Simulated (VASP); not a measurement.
Write the native input for VASP 6.6.1 that does the following.

- Task: single point
- Functional: PBEsol
- Potentials or basis: VASP PAW PBE potentials, release 64 (Zn, S)
- Cutoff: 520 eV
- k mesh: 6 × 6 × 4
- Occupations: gaussian, width 0.01 eV
- Spin: no spin polarisation
- Dipole correction: no
- Further INCAR settings: ALGO = Normal; EDIFF = 1e-06; NBANDS = 26

The structure of ZnS lies in POSCAR:

```
ZnS
1.0
    3.6006784405      0.0000000000      0.0000000000
   -1.8003392203      3.1182790004      0.0000000000
    0.0000000000      0.0000000000      5.9549148922
Zn S
2 2
Direct
    0.3333333333      0.6666666667      0.0066966749
    0.6666666667      0.3333333333      0.5066966749
    0.3333333333      0.6666666667      0.3783033251
    0.6666666667      0.3333333333      0.8783033251
```

The input as run:

INCAR

```
ALGO     = Normal         # electronic algorithm
EDIFF    = 1E-6           # SCF threshold, eV
ENCUT    = 520            # plane-wave cutoff, eV
GGA      = PS             # functional
ISIF     = 2              # what is computed and relaxed
ISMEAR   = 0              # smearing method
LASPH    = T              # aspherical terms in the spheres
LCHARG   = F              # write CHGCAR
LREAL    = F              # projectors in reciprocal space
LWAVE    = F              # write WAVECAR
NBANDS   = 26             # bands
NELM     = 80             # most SCF steps
PREC     = Accurate       # precision mode
SIGMA    = 0.01           # smearing width, eV
```

KPOINTS

```
k-points
0
Gamma
  6 6 4
```

Potentials or basis: VASP PAW PBE potentials, release 64 (Zn, S).

Command:

```sh
$ cat potpaw_PBE.64/Zn/POTCAR potpaw_PBE.64/S/POTCAR > POTCAR
$ mpirun -np 1 vasp_std > vasp.out
```

It gave:

```json
{"Pressure": "15.2 GPa", "Largest force": "0.003 eV/Å", "Band gap on the k mesh": "2.78 eV, direct"}
```

Caveat: the PAW data sets were made with another functional, which shifts forces and pressure a little.

Run time: 39 s on 1 thread of Intel Xeon 6975P-C, with other jobs on the host, peak memory 0.19 GiB.
